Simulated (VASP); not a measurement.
A run of VASP 6.6.1 is set up as follows.

Contents of INCAR:

```
SYSTEM = AlAs
PREC     = Accurate       ! precision mode
ENCUT    = 500            ! plane-wave cutoff, eV
EDIFF    = 1E-7           ! SCF threshold, eV
ISMEAR   = 0              ! smearing method
SIGMA    = 0.02           ! smearing width, eV
LREAL    = .False.        ! projectors in reciprocal space
LASPH    = .True.         ! aspherical terms in the spheres
NELM     = 120            ! most SCF steps
ALGO     = Normal         ! electronic algorithm
ISIF     = 3              ! what is computed and relaxed
LWAVE    = .False.        ! write WAVECAR
LCHARG   = .False.        ! write CHGCAR
GGA      = PS             ! functional
IBRION   = 2              ! ionic algorithm
NSW      = 100            ! ionic steps
EDIFFG   = -0.002         ! ionic threshold
GGA_COMPAT= .False.      
NELMIN   = 4
```

Contents of KPOINTS:

```
regular mesh
0
Gamma
  8 8 8
  0 0 0
```

File POSCAR:

```
AlAs
1.0
    0.0000000000      2.8379008000      2.8379008000
    2.8379008000      0.0000000000      2.8379008000
    2.8379008000      2.8379008000      0.0000000000
Al As
1 1
Direct
    0.0000000000      0.0000000000      0.0000000000
    0.2500000000      0.2500000000      0.2500000000
```

Potentials or basis: VASP PAW PBE potentials, release 64 (Al, As).

Command:

```console
$ cat potpaw_PBE.64/Al/POTCAR potpaw_PBE.64/As/POTCAR > POTCAR
$ mpirun -np 1 vasp_std > vasp.out
```

Q: What does it give for the space group after relaxing (to 0.05 Å)?

A: F-43m (No. 216).

Q: What does it give for the relaxed cell?

A: a = 4.018 Å, b = 4.018 Å, c = 4.018 Å, α = 60.00°, β = 60.00°, γ = 60.00°.

Final structure:
```cif
data_structure
_symmetry_space_group_name_H-M 'P 1'
_symmetry_Int_Tables_number 1
_cell_length_a 4.0175
_cell_length_b 4.0175
_cell_length_c 4.0175
_cell_angle_alpha 60.000
_cell_angle_beta 60.000
_cell_angle_gamma 60.000
_cell_volume 45.85
loop_
_atom_site_label
_atom_site_type_symbol
_atom_site_fract_x
_atom_site_fract_y
_atom_site_fract_z
_atom_site_occupancy
Al1 Al 0.00000 0.00000 0.00000 1
As1 As 0.25000 0.25000 0.25000 1
```
